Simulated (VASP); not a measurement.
Input of a VASP 6.6.1 run:

Contents of INCAR:

```
SYSTEM = Rh
PREC = Accurate
ENCUT = 500
EDIFF = 1E-6
ISMEAR = -1
SIGMA = 0.05
LREAL = .False.
LASPH = .True.
NELM = 120
ALGO = Normal
ISIF = 2
LWAVE = .False.
LCHARG = .False.
GGA = PE
NBANDS = 14
GGA_COMPAT = .False.
```

KPOINTS

```
regular mesh
0
Gamma
  9 9 9
  0 0 0
```

The input POSCAR:

```
Rh
1.0
    2.6061737741      0.0000000000      0.0000000000
    1.3030868871      2.2570126951      0.0000000000
    1.3030868871      0.7523375650      2.1279319759
Rh
1
Direct
    0.0000000000      0.0000000000      0.0000000000
```

Potentials or basis: VASP PAW PBE potentials, release 64 (Rh_pv).

Launch:

```console
$ cat potpaw_PBE.64/Rh_pv/POTCAR > POTCAR
$ mpirun -np 1 vasp_std > vasp.out
```

Problem. Predict the pressure.

Solution. 40.1 GPa.
